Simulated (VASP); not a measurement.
A run of VASP 6.6.1 is set up as follows.

POSCAR

```
MnF2
1.0
    4.8738000000      0.0000000000      0.0000000000
    0.0000000000      4.8738000000      0.0000000000
    0.0000000000      0.0000000000      3.3107000000
Mn F
2 4
Direct
    0.0000000000      0.0000000000      0.0000000000
    0.5000000000      0.5000000000      0.5000000000
    0.3053000000      0.3053000000      0.0000000000
    0.1947000000      0.8053000000      0.5000000000
    0.6947000000      0.6947000000      0.0000000000
    0.8053000000      0.1947000000      0.5000000000
```

File INCAR.step1:

```
SYSTEM = MnF2
ALGO = Normal ; EDIFF = 1E-4
ENCUT = 520 ; GGA = PE
ISMEAR = -1 ; LASPH = .True.
LCHARG = .False. ; LREAL = .False.
LWAVE = .True. ; NBANDS = 36
NELM = 80 ; PREC = Accurate
SIGMA = 0.05
```

Contents of INCAR.step2:

```
SYSTEM = MnF2
ALGO = Normal ; EDIFF = 1E-6
ENCUT = 520 ; ISIF = 2
ISMEAR = -1 ; ISTART = 1
LASPH = .True. ; LCHARG = .False.
LMIXTAU = .True. ; LREAL = .False.
LWAVE = .False. ; METAGGA = R2SCAN
NBANDS = 36 ; NELM = 80
PREC = Accurate ; SIGMA = 0.05
```

Contents of KPOINTS:

```
k-points
0
Gamma
  6 6 8
  0 0 0
```

Potentials or basis: VASP PAW PBE potentials, release 64 (Mn_pv, F).

Run with:

```bash
$ cat potpaw_PBE.64/Mn_pv/POTCAR potpaw_PBE.64/F/POTCAR > POTCAR
$ cp INCAR.step1 INCAR
$ mpirun -np 1 vasp_std > vasp.out
$ cp INCAR.step2 INCAR
$ mpirun -np 1 vasp_std > vasp.out
```

**Question.** Estimate the pressure.

**Answer.** -19.2 GPa.

**Question.** What does it give for the largest force?

**Answer.** 0.037 eV/Å.

**Question.** Predict the band gap on the k mesh.

**Answer.** Zero (bands 27 and 28 overlap by 0.17 eV).

Stress tensor (GPa, compression positive):
```
-17.96   0.00   0.00
  0.00 -17.96   0.00
  0.00   0.00 -21.74
```

Caveat: the cell stands under tension; the PAW data sets were made with another functional, which shifts forces and pressure a little; the run has no spin polarisation, though such a crystal can be magnetic; semilocal functionals often make such compounds metallic where correlation or magnetic order opens a gap, which also shifts bond lengths. With open d or f shells a metallic result of r2SCAN can be an artefact of self-interaction; +U or a hybrid may open a gap.
